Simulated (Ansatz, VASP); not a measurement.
**One calculation of BN, two programs**

```
B N
1.0
     2.12839    0.00000    0.00000
    -1.06420    1.84324    0.00000
     0.00000    0.00000    6.66120
B N
2 2
Direct
  0.33333 0.66667 0.25000
  0.66667 0.33333 0.75000
  0.33333 0.66667 0.75000
  0.66667 0.33333 0.25000
```

Change from the starting cell: strain -0.1500 x Voigt [1, 1, 0, 0, 0, 0], atoms carried along.

Alike in both runs: task single point; functional PBE; k mesh 12 × 12 × 4; occupations gaussian, width 0.05 eV; no spin polarisation.

```csv
,VASP,Ansatz
version,VASP 6.6.1,Ansatz 0.2.0
potentials or method,"VASP PAW PBE potentials, release 64 (B, N), cutoff 520 eV","scalar-relativistic, plane waves, PAW"
valence electrons in the cell,16,16
```

VASP gave:

* gap on the k mesh at the Fermi level (eV): 4.36
* least direct gap on the mesh (eV): 4.75
* pressure (GPa): 237.7
* traceless stress, the component that is largest in VASP (GPa): -234.85

Q: Estimate Ansatz's values.

A: gap on the k mesh at the Fermi level (eV): 4.39; least direct gap on the mesh (eV): 4.80; pressure (GPa): 236.3; traceless stress, the component that is largest in VASP (GPa): -232.95.

Both programs put the cell under a high pressure, so it lies far from rest at this level. The functional is the same, so the differences come from potentials, cutoffs and numerics.

Noted on VASP's run: the cell as given lies far from equilibrium.
